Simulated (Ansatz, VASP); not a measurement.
# Al2Ni3 in VASP and in Ansatz

```
Al Ni
1.0
    -2.86623    0.00000    0.00000
     0.00000   -2.86623    0.00000
     0.00000    0.00000   13.92643
Al Ni
4 6
Direct
  0.50000 0.50000 0.19014
  0.50000 0.50000 0.39725
  0.50000 0.50000 0.60275
  0.50000 0.50000 0.80986
  0.00000 0.00000 0.90464
  0.00000 0.00000 0.09536
  0.00000 0.00000 0.29462
  0.00000 0.00000 0.50000
  0.00000 0.00000 0.70538
  0.50000 0.50000 0.00000
```

Alike in both runs: task single point; functional PBEsol; k mesh 13 × 13 × 3; occupations gaussian, width 0.15 eV; collinear spin.

```csv
,VASP,Ansatz
version,VASP 6.6.1,Ansatz 0.2.0
potentials or method,"VASP PAW PBE potentials, release 64 (Al, Ni), cutoff 520 eV","scalar-relativistic, plane waves, PAW"
valence electrons in the cell,72,120
```

```csv
,VASP,Ansatz,Ansatz less VASP
gap on the k mesh at the Fermi level (eV),none,none,-
pressure (GPa),0.2,0.0,-0.13
"traceless stress, the component that is largest in VASP (GPa)",-0.38,-0.38,0.000
rms of the force components (eV/Å),0.019,0.017,-0.0023
net moment per atom (μB),0.00,0.00,0.000
```

VASP's potentials were made for PBE, not for PBEsol. Atom by atom the forces differ by 0.002 eV/Å (rms over components). A gap of «none» marks a metal or a gap that the smearing closes. With one functional, cell and mesh, what is left measures potentials, basis and numerics. VASP's potentials hold 72 valence electrons a cell and Ansatz's 120, so a difference there can come from the potentials and not from the codes. Ansatz's warnings: seeded moment not kept.
